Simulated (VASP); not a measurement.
Wanted: the native input for a VASP 6.6.1 run.

```
Task                               : single point
Functional                         : HSE06
Potentials or basis                : VASP PAW PBE potentials, release 64 (Mg, Se, Hg)
Cutoff                             : 520 eV
k mesh                             : 4 × 4 × 2
Occupations                        : gaussian, width 0.01 eV
Spin                               : no spin polarisation
Dipole correction                  : no
Grid for exact exchange (PRECFOCK) : Normal
Further INCAR settings             : ALGO = Normal; EDIFF = 1e-06; NBANDS = 21
Share of exact exchange            : 0.25
Screening parameter                : 0.2079 1/Å
```

Crystal: MgHgSe2.

```
Mg Se Hg
1.0
     4.31386    0.00000    0.00000
     0.00000    4.31386    0.00000
     0.00000    0.00000    5.98545
Mg Se Hg
1 2 1
Direct
  0.00000 0.00000 0.00000
  0.00000 0.50000 0.23548
  0.50000 0.00000 0.76452
  0.50000 0.50000 0.50000
```

One way to write it, as run:

POSCAR

```
MgHgSe2
1.0
    4.3138610695      0.0000000000      0.0000000000
    0.0000000000      4.3138610695      0.0000000000
    0.0000000000      0.0000000000      5.9854478202
Mg Se Hg
1 2 1
Direct
    0.0000000000      0.0000000000      0.0000000000
    0.0000000000      0.5000000000      0.2354752525
    0.5000000000      0.0000000000      0.7645247475
    0.5000000000      0.5000000000      0.5000000000
```

INCAR.step1

```
PREC = Accurate
ENCUT = 520
EDIFF = 1E-5
ISMEAR = 0
SIGMA = 0.01
LREAL = False
LASPH = True
NELM = 120
ALGO = Normal
ISIF = 2
LWAVE = True
LCHARG = False
GGA = PE
NBANDS = 21
GGA_COMPAT = False
```

INCAR.step2

```
PREC = Accurate
ENCUT = 520
EDIFF = 1E-6
ISMEAR = 0
SIGMA = 0.01
LREAL = False
LASPH = True
NELM = 120
ALGO = Normal
ISIF = 2
LWAVE = False
LCHARG = False
GGA = PE
LHFCALC = True
HFSCREEN = 0.2079
PRECFOCK = Normal
ISTART = 1
NBANDS = 21
GGA_COMPAT = False
```

KPOINTS

```
Automatic mesh
0
Gamma
  4 4 2
```

Potentials or basis: VASP PAW PBE potentials, release 64 (Mg, Se, Hg).

Run with:

```sh
$ cat potpaw_PBE.64/Mg/POTCAR potpaw_PBE.64/Se/POTCAR potpaw_PBE.64/Hg/POTCAR > POTCAR
$ cp INCAR.step1 INCAR
$ mpirun -np 1 vasp_std > vasp.out
$ cp INCAR.step2 INCAR
$ mpirun -np 1 vasp_std > vasp.out
```

It gave:

* Pressure: 0.0 GPa
* Largest force: 0.012 eV/Å
* Band gap on the k mesh: 1.48 eV

Caveat: the k points lie up to 0.52 Å⁻¹ apart; the PAW data sets were made with another functional, which shifts forces and pressure a little; spin-orbit coupling is left out, which moves the levels of the heavy elements.

It took 28 min on 1 thread of AMD EPYC 7R43 64-Core Processor (Zen 3), with other jobs on the host, peak memory 0.34 GiB.
